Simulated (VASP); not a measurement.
A run of VASP 6.6.1 is set up as follows.

INCAR

```
SYSTEM = Li3Os
PREC = Accurate
ENCUT = 600
EDIFF = 1E-6
ISMEAR = 0
SIGMA = 0.1
LREAL = .False.
LASPH = .True.
NELM = 60
ALGO = Fast
ISIF = 3
LWAVE = .False.
LCHARG = .False.
GGA = PE
IBRION = 2
NSW = 90
EDIFFG = -0.04
```

File KPOINTS:

```
regular mesh
0
Gamma
  9 9 2
  0 0 0
```

Contents of POSCAR:

```
Li3Os
1.0
    2.6817231191      0.0000000000      0.0000000000
   -1.3408615595      2.3224403470      0.0000000000
    0.0000000000      0.0000000000      9.7860161096
Li Os
3 1
Direct
    0.6666666667      0.3333333333      0.7261382728
    0.0000000000      0.0000000000      0.0000000000
    0.3333333333      0.6666666667      0.2738617272
    0.0000000000      0.0000000000      0.5000000000
```

Potentials or basis: VASP PAW PBE potentials, release 64 (Li_sv, Os).

The run is started by

```bash
$ cat potpaw_PBE.64/Li_sv/POTCAR potpaw_PBE.64/Os/POTCAR > POTCAR
$ mpirun -np 1 vasp_std > vasp.out
```

(1) Estimate the relaxed cell.

(2) Estimate the relaxed volume.

## Answers

(1) a = 2.677 Å, b = 2.677 Å, c = 9.654 Å, α = 90.00°, β = 90.00°, γ = 120.00°.

(2) 14.98 Å³/atom.

Caveat: the cutoff is under 1.25 times the usual one of these potentials, so pressure, stress and relaxed cells hold a basis-set (Pulay) error.
